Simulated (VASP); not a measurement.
Input of a VASP 6.6.1 run:

File INCAR:

```
SYSTEM = Co
ALGO = Normal ; EDIFF = 1E-7
ENCUT = 520 ; GGA = PE
ISIF = 2 ; ISMEAR = -1
ISPIN = 2 ; LASPH = .True.
LCHARG = .True. ; LELF = .True.
LMAXMIX = 4 ; LORBIT = 11
LREAL = .False. ; LVHAR = .True.
LWAVE = .False. ; MAGMOM = 2 2
NBANDS = 20 ; NELM = 150
PREC = Accurate ; SIGMA = 0.08
```

KPOINTS

```
k-points
0
Gamma
  15 15 8
  0 0 0
```

Contents of POSCAR:

```
Co
1.0
    2.2085412252      0.0000000000      0.0000000000
   -1.1042706126      1.9126528064      0.0000000000
    0.0000000000      0.0000000000      3.6078110103
Co
2
Direct
    0.6666666667      0.3333333333      0.2598610000
    0.3333333333      0.6666666667      0.7401390000
```

Potentials or basis: VASP PAW PBE potentials, release 64 (Co).

Command:

```sh
$ cat potpaw_PBE.64/Co/POTCAR > POTCAR
$ mpirun -np 1 vasp_std > vasp.out
```

Problem. What does it give for the largest force?

Solution. 2.305 eV/Å.

Problem. Predict the pressure.

Solution. 158.6 GPa.

Problem. Estimate the net moment.

Solution. 0.81 μB per cell.

Stress tensor (GPa, compression positive):
```
160.70   0.00   0.00
  0.00 160.70   0.00
  0.00   0.00 154.37
```

Caveat: forces of over 1 eV/Å act on the atoms, so gaps and moduli don't describe the material at rest.
